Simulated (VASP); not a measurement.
Input of a VASP 6.6.1 run:

Contents of INCAR:

```
PREC = Accurate
ENCUT = 520
EDIFF = 1E-7
ISMEAR = -1
SIGMA = 0.02
LREAL = F
LASPH = T
NELM = 100
ALGO = Normal
ISIF = 2
LWAVE = F
LCHARG = T
LELF = T
LVHAR = T
NBANDS = 26
```

Contents of KPOINTS:

```
Automatic mesh
0
Gamma
  5 5 6
```

POSCAR

```
CuI
1.0
    3.6585042382     -3.6368646426      0.0000000000
    3.6585042382      3.6368646426      0.0000000000
    0.0000000000      0.0000000000      4.3069976700
Cu I
2 2
Direct
    0.4204388300      0.5795611700      0.7500000000
    0.5795611700      0.4204388300      0.2500000000
    0.7700426800      0.2299573200      0.7500000000
    0.2299573200      0.7700426800      0.2500000000
```

Potentials or basis: VASP PAW LDA potentials, release 64 (Cu, I).

The run is started by

```bash
$ cat potpaw_LDA.64/Cu/POTCAR potpaw_LDA.64/I/POTCAR > POTCAR
$ mpirun -np 1 vasp_std > vasp.out
```

(1) What does it give for the largest force?

(2) What does it give for the band gap on the k mesh?

(3) Predict the pressure.

Results:

(1) 0.073 eV/Å.

(2) 0.98 eV.

(3) -1.9 GPa.

Caveat: the cell differs from its parent crystal (equal xx and yy strain of -2 %); spin-orbit coupling is left out, which moves the levels of the heavy elements.
